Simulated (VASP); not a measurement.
Wanted: the native input for a VASP 6.6.1 run.

```yaml
Task: single point
Functional: r2SCAN
Potentials_or_basis: VASP PAW PBE potentials, release 64 (Ag, Br)
Cutoff: 550 eV
k_mesh: 6 × 6 × 6
Occupations: gaussian, width 0.01 eV
Spin: no spin polarisation
Dipole_correction: no
Further_INCAR_settings: ALGO = Normal; EDIFF = 1e-06; NBANDS = 16
```

AgBr:

```
CELL_PARAMETERS angstrom
0.00000 2.94950 2.94950
2.94950 0.00000 2.94950
2.94950 2.94950 0.00000
ATOMIC_POSITIONS crystal
Ag 0.00000 0.00000 0.00000
Br 0.50000 0.50000 0.50000
```

These files were run (other wordings do the same):

POSCAR

```
AgBr
1.0
    0.0000000000      2.9494975314      2.9494975314
    2.9494975314      0.0000000000      2.9494975314
    2.9494975314      2.9494975314      0.0000000000
Ag Br
1 1
Direct
    0.0000000000      0.0000000000      0.0000000000
    0.5000000000      0.5000000000      0.5000000000
```

INCAR.step1

```
SYSTEM = AgBr
PREC = Accurate
ENCUT = 550
ISMEAR = 0
SIGMA = 0.01
LREAL = .False.
LASPH = .True.
NELM = 120
NBANDS = 16
GGA = PE
ALGO = Normal
EDIFF = 1E-5
LWAVE = .True.
LCHARG = .False.
GGA_COMPAT = .False.
```

INCAR.step2

```
SYSTEM = AgBr
PREC = Accurate
ENCUT = 550
EDIFF = 1E-6
ISMEAR = 0
SIGMA = 0.01
LREAL = .False.
LASPH = .True.
NELM = 120
ALGO = Normal
ISIF = 2
LWAVE = .False.
LCHARG = .False.
METAGGA = R2SCAN
LMIXTAU = .True.
NBANDS = 16
ISTART = 1
GGA_COMPAT = .False.
```

KPOINTS

```
Automatic mesh
0
Gamma
  6 6 6
  0 0 0
```

Potentials or basis: VASP PAW PBE potentials, release 64 (Ag, Br).

The run is started by

```sh
$ cat potpaw_PBE.64/Ag/POTCAR potpaw_PBE.64/Br/POTCAR > POTCAR
$ cp INCAR.step1 INCAR
$ mpirun -np 1 vasp_std > vasp.out
$ cp INCAR.step2 INCAR
$ mpirun -np 1 vasp_std > vasp.out
```

Results of the run:

```json
{"Pressure": "-2.3 GPa", "Band gap on the k mesh": "1.26 eV (least direct gap 2.98 eV)"}
```

Caveat: the PAW data sets were made with another functional, which shifts forces and pressure a little.

Wall time 89 s on 1 thread of Intel Xeon 8259CL, on a shared host, peak memory 0.19 GiB.
